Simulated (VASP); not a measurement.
# AlNi (Amm2) in VASP: further runs

AlNi is run at these levels: PBE; tasks: single point.

All numbers are computed with VASP 6.6.1; they aren't measurements. Logs are shortened: lines on timing, memory, paths and dates and some standing lists are left out, and cuts for length are marked.

### 1 The cell of the first run

Symmetry: Amm2, No. 38, orthorhombic system. Conventional cell: a = 2.893 Å, b = 4.091 Å, c = 4.091 Å, α = 90.00°, β = 90.00°, γ = 90.00°. Within 3.2 Å of Al (site symmetry mm2) lie 8 Ni at 2.41 to 2.61 Å and 6 Al at 2.89 Å. Ni (site symmetry mm2) has 8 Al at 2.41 to 2.61 Å and 6 Ni at 2.89 Å within 3.2 Å.

### 2 Single point, PBE (atoms displaced along a vibrational mode)

Contents of INCAR:

```
SYSTEM = AlNi
PREC = Accurate
ENCUT = 520
EDIFF = 1E-7
ISMEAR = 0
SIGMA = 0.15
LREAL = .False.
LASPH = .True.
NELM = 100
ALGO = Fast
ISIF = 2
LWAVE = .False.
LCHARG = .False.
GGA = PE
NBANDS = 14
```

Contents of KPOINTS:

```
Automatic mesh
0
Gamma
  16 16 16
  0 0 0
```

Contents of POSCAR:

```
AlNi
1.0
    2.8927237805      0.0000000000      0.0000000000
    0.0000000000      2.8927237805      0.0000000000
    0.0000000000      0.0000000000      2.8927237805
Al Ni
1 1
Direct
   -0.0207416969     -0.0207416969      0.0000000000
    0.5095350226      0.5095350226      0.5000000000
```

Potentials or basis: VASP PAW PBE potentials, release 64 (Al, Ni).

On the command line:

```
> cat potpaw_PBE.64/Al/POTCAR potpaw_PBE.64/Ni/POTCAR > POTCAR
> mpirun -np 1 vasp_std > vasp.out
```

OUTCAR:

```text
SYSTEM = AlNi
   PREC = Accurate
   ENCUT = 520
   EDIFF = 1E-7
   ISMEAR = 0
   LREAL = .False.
   LASPH = .True.
   NELM = 100
   ISIF = 2
   GGA = PE

 ion  position               nearest neighbor table
   1  0.979  0.979  0.000-   2 2.41   2 2.41   2 2.51   2 2.51   2 2.51   2 2.51   2 2.61   2 2.61

   2  0.510  0.510  0.500-   1 2.41   1 2.41   1 2.51   1 2.51   1 2.51   1 2.51   1 2.61   1 2.61

  LATTYP: Found a simple cubic cell.
 ALAT       =     2.8927237805

  Lattice vectors:

 A1 = (   2.8927237805,   0.0000000000,   0.0000000000)
 A2 = (   0.0000000000,   2.8927237805,   0.0000000000)
 A3 = (   0.0000000000,   0.0000000000,   2.8927237805)

Analysis of symmetry for initial positions (statically):
=====================================================================
 Subroutine PRICEL returns:
 Original cell was already a primitive cell.

 Routine SETGRP: Setting up the symmetry group for a
 simple cubic supercell.

 Subroutine GETGRP returns: Found  4 space group operations
 (whereof  4 operations were pure point group operations)
 out of a pool of 48 trial point group operations.

The static configuration has the point symmetry C_2v.

Analysis of symmetry for dynamics (positions and initial velocities):
=====================================================================
 Subroutine PRICEL returns:
 Original cell was already a primitive cell.

 Routine SETGRP: Setting up the symmetry group for a
 simple cubic supercell.

 Subroutine GETGRP returns: Found  4 space group operations
 (whereof  4 operations were pure point group operations)
 out of a pool of 48 trial point group operations.

The dynamic configuration has the point symmetry C_2v.

 Subroutine INISYM returns: Found  4 space group operations
 (whereof  4 operations are pure point group operations),
 and found     1 'primitive' translations

----------------------------------------------------------------------------------------

                                     Primitive cell

  volume of cell :      24.2059

  direct lattice vectors                    reciprocal lattice vectors
     2.892723780  0.000000000  0.000000000     0.345694949  0.000000000  0.000000000
     0.000000000  2.892723780  0.000000000     0.000000000  0.345694949  0.000000000
     0.000000000  0.000000000  2.892723780     0.000000000  0.000000000  0.345694949

  length of vectors
     2.892723780  2.892723780  2.892723780     0.345694949  0.345694949  0.345694949

  position of ions in fractional coordinates (direct lattice)
     0.979258303  0.979258303  0.000000000
     0.509535023  0.509535023  0.500000000

  ion indices of the primitive-cell ions
   primitive index   ion index
                 1           1
                 2           2

----------------------------------------------------------------------------------------

 KPOINTS: Automatic mesh

Automatic generation of k-mesh.
 Grid dimensions read from file:
 generate k-points for:   16   16   16

 Generating k-lattice:

  Cartesian coordinates                     Fractional coordinates (reciprocal lattice)
     0.021605934  0.000000000  0.000000000     0.062500000  0.000000000  0.000000000
     0.000000000  0.021605934  0.000000000     0.000000000  0.062500000  0.000000000
     0.000000000  0.000000000  0.021605934     0.000000000  0.000000000  0.062500000

  Length of vectors
     0.021605934  0.021605934  0.021605934

  Shift w.r.t. Gamma in fractional coordinates (k-lattice)
     0.000000000  0.000000000  0.000000000

 Subroutine IBZKPT returns following result:
 ===========================================

 Found    657 irreducible k-points:

 Following reciprocal coordinates:
            Coordinates               Weight
  0.000000  0.000000  0.000000      1.000000
  0.062500  0.000000  0.000000      4.000000
  0.000000  0.000000  0.062500      2.000000
  0.125000  0.000000  0.000000      4.000000
  0.000000  0.000000  0.125000      2.000000
  0.187500  0.000000  0.000000      4.000000
[... 16 lines left out ...]
  0.062500  0.000000  0.125000      8.000000
 -0.062500  0.125000  0.000000      4.000000
 [... further k-points ...]
   k-points           NKPTS =    657   k-points in BZ     NKDIM =    657   number of bands    NBANDS=     14
   number of dos      NEDOS =    301   number of ions     NIONS =      2
   total plane-waves  NPLWV =  13824
   dimension x,y,z NGX =    24 NGY =   24 NGZ =   24
   dimension x,y,z NGXF=    48 NGYF=   48 NGZF=   48
   ions per type =               1   1
   NGX,Y,Z   is equivalent  to a cutoff of  13.79, 13.79, 13.79 a.u.
   NGXF,Y,Z  is equivalent  to a cutoff of  27.59, 27.59, 27.59 a.u.
 SYSTEM =  AlNi
   PREC   = accura    normal or accurate (medium, high low for compatibility)
   ISTART =      0    job   : 0-new  1-cont  2-samecut
   ICHARG =      2    charge: 1-file 2-atom 10-const
   ISPIN  =      1    spin polarized calculation?
   LNONCOLLINEAR =      F non collinear calculations
   LSORBIT =      F    spin-orbit coupling
   LASPH  =      T    aspherical Exc in radial PAW
   ENCUT  =  520.0 eV  38.22 Ry    6.18 a.u.   5.38  5.38  5.38*2*pi/ulx,y,z
   NELM   =    100;   NELMIN=  2; NELMDL= -5     # of ELM steps
   EDIFF  = 0.1E-06   stopping-criterion for ELM
   LREAL  =      F    real-space projection
   EDIFFG = 0.1E-05   stopping-criterion for IOM
   NSW    =      0    number of steps for IOM
   IBRION =     -1    ionic relax: 0-MD 1-quasi-New 2-CG
   NFREE  =      0    steps in history (QN), initial steepest desc. (CG)
   ISIF   =      2    stress and relaxation
   ISYM   =      2    0-nonsym 1-usesym 2-fastsym
   POTIM  = 0.5000    time-step for ionic-motion
   TEBEG  =    0.0;   TEEND  =   0.0 temperature during run
   PSTRESS=    0.0 pullay stress
   NELECT =      13.0000    total number of electrons
   NUPDOWN=      -1.0000    fix difference up-down
   EMIN   =  10.00;   EMAX   =-10.00  energy-range for DOS
   EFERMI =   0.00;   METHOD = LEGACY
   ISMEAR =     0;   SIGMA  =   0.15  broadening in eV -4-tet -1-fermi 0-gaus
   EFERMI_NEDOS =   21; number of points for ismear=-14 and -15
   IALGO  =     68    algorithm
   IMIX   =      4    mixing-type and parameters
     AMIX     =   0.40;   BMIX     =  1.00
     AMIX_MAG =   1.60;   BMIX_MAG =  1.00
  volume/ion in A,a.u.               =      12.10        81.67
  Fermi-wavevector in a.u.,A,eV,Ry     =   1.330707  2.514671 24.092926  1.770780
  Thomas-Fermi vector in A             =   2.459773
   LORBIT       =      0    0 simple, 1 ext, 2 COOP (PROOUT), +10 PAW based schemes
   GGA     = PE    functional components
   LHFCALC =     F    Hartree Fock is set to
   AEXX    =    0.0000 exact exchange contribution
   IVDW    =     0    specifies the selected vdW correction
   LEPSILON=     F    determine dielectric tensor
   LRPA    =     F    only Hartree local field effects (RPA)
 non-spin polarized calculation
 RMM-DIIS sequential band-by-band and
 Gauss-broadening in eV      SIGMA  =   0.15
  energy-cutoff  :      520.00
  volume of cell :       24.21
 maximum number of plane-waves:       672
 NGX is ok and might be reduce to    24
   NGX = 11   NGY = 11   NGZ = 11

 number of electron      12.9999997 magnetization

 Free energy of the ion-electron system (eV)
  ---------------------------------------------------
  ext. energy  EPLUGINS =         0.00000000
  ---------------------------------------------------
  free energy    TOTEN  =       -10.49939070 eV

  energy without entropy =      -10.49060987  energy(sigma->0) =      -10.49500028

 E-fermi :   9.8633     XC(G=0): -11.9857

 val. band max:        9.8627344957   @ k =   0.3125   0.1250   0.3750
 cond. band min:       9.8654155902   @ k =   0.3750   0.3125   0.1250
 fundamental gap:      0.0026810945
 Fermi energy:         9.8632837601

 k-point     1 :       0.0000    0.0000    0.0000
  band No.  band energies     occupation
      1      -1.1820      2.00000
      2       6.6777      2.00000
      3       6.6854      2.00000
      4       8.3228      2.00000
      5       8.3413      2.00000
      6       8.3452      2.00000
      7      15.3057      0.00000
      8      15.3177      0.00000
      9      15.3415      0.00000
     10      17.9691      0.00000
     11      17.9713      0.00000
     12      23.2898      0.00000
     13      30.5175      0.00000
     14      30.5405      0.00000

 k-point     2 :       0.0625    0.0000    0.0000
  band No.  band energies     occupation
      1      -1.1107      2.00000
      2       6.6777      2.00000
      3       6.6968      2.00000
      4       8.2993      2.00000
      5       8.3106      2.00000
      6       8.3410      2.00000
      7      14.5315      0.00000
      8      15.4120      0.00000
      9      15.4282      0.00000
     10      17.9750      0.00000
     11      18.6767      0.00000
     12      23.5403      0.00000
     13      29.7168      0.00000
     14      29.7439      0.00000

 k-point     3 :       0.0000    0.0000    0.0625
  band No.  band energies     occupation
      1      -1.1106      2.00000
      2       6.6728      2.00000
      3       6.7019      2.00000
      4       8.2917      2.00000
      5       8.3140      2.00000
      6       8.3451      2.00000
      7      14.5207      0.00000
      8      15.4007      0.00000
      9      15.4557      0.00000
     10      17.9765      0.00000
     11      18.6668      0.00000
     12      23.5433      0.00000
     13      29.7009      0.00000
     14      29.7987      0.00000
[... 324 lines left out ...]
 k-point    23 :       0.0625    0.0000    0.1250
  band No.  band energies     occupation
      1      -0.8265      2.00000
      2       6.6598      2.00000
      3       6.7502      2.00000
      4       8.1781      2.00000
      5       8.2221      2.00000
      6       8.3264      2.00000
      7      13.2086      0.00000
      8      14.9106      0.00000
      9      15.8138      0.00000
     10      18.4781      0.00000
     11      20.0881      0.00000
     12      24.5163      0.00000
     13      27.3865      0.00000
     14      28.3376      0.00000

 k-point    24 :      -0.0625    0.1250    0.0000
  band No.  band energies     occupation
      1      -0.8268      2.00000
      2       6.6654      2.00000
      3       6.7437      2.00000
      4       8.1904      2.00000
      5       8.2198      2.00000
      6       8.3177      2.00000
      7      13.2093      0.00000
      8      14.9298      0.00000
      9      15.7806      0.00000
     10      18.4861      0.00000
     11      20.0999      0.00000
     12      24.5255      0.00000
     13      27.3679      0.00000
     14      28.3157      0.00000

 [... further k-points ...]

------------------------ aborting loop because EDIFF is reached ----------------------------------------

  FORCE on cell =-STRESS in cart. coord.  units (eV):
  Direction    XX          YY          ZZ          XY          YZ          ZX
  --------------------------------------------------------------------------------------
  -------------------------------------------------------------------------------------
  Total        0.1374653      0.1374653      0.1947943      0.1613120      0.0000000      0.0000000
  in kB        9.0987744      9.0987744     12.8933565     10.6771758      0.0000000      0.0000000
  external PRESSURE =      10.3636351 kB  Pullay stress =       0.0000000 kB

 VOLUME and BASIS-vectors are now :
 -----------------------------------------------------------------------------
  energy-cutoff  :      520.00
  volume of cell :       24.21
      direct lattice vectors                 reciprocal lattice vectors
     2.892723780  0.000000000  0.000000000     0.345694949  0.000000000  0.000000000
     0.000000000  2.892723780  0.000000000     0.000000000  0.345694949  0.000000000
     0.000000000  0.000000000  2.892723780     0.000000000  0.000000000  0.345694949

 POSITION                                       TOTAL-FORCE (eV/Angst)
 -----------------------------------------------------------------------------------
      2.83272      2.83272      0.00000         0.512151      0.512151      0.000000
      1.47394      1.47394      1.44636        -0.512151     -0.512151      0.000000
 -----------------------------------------------------------------------------------
    total drift:                                0.000019      0.000019      0.000004

  FREE ENERGIE OF THE ION-ELECTRON SYSTEM (eV)
  ---------------------------------------------------
  free  energy   TOTEN  =       -10.4993906971 eV

  energy  without entropy=      -10.4906098687  energy(sigma->0) =      -10.49500028
```

Run time: 3.2 min. Hardware: 1 thread of AMD EPYC 7R13 (Zen 3), shared host; peak memory 0.3 GiB.

Results:

- Free energy: -10.4994 eV
- Pressure: 1.0 GPa
- Largest force: 0.724 eV/Å
- Band gap on the k mesh: zero (an odd number of electrons rules out a gap without spin polarisation)

Forces in eV/Å, atoms in the order of the input:
```
Al   0.512  0.512  0.000
Ni  -0.512 -0.512  0.000
```

Stress tensor (GPa, compression positive):
```
0.91 1.07 0.00
1.07 0.91 0.00
0.00 0.00 1.29
```

Caveat: the cell differs from its parent crystal (atoms displaced along a vibrational mode). Spin polarisation is off, so any magnetic state and its effect on volume and gap are missing.

(Continued in part 2 of 2.)
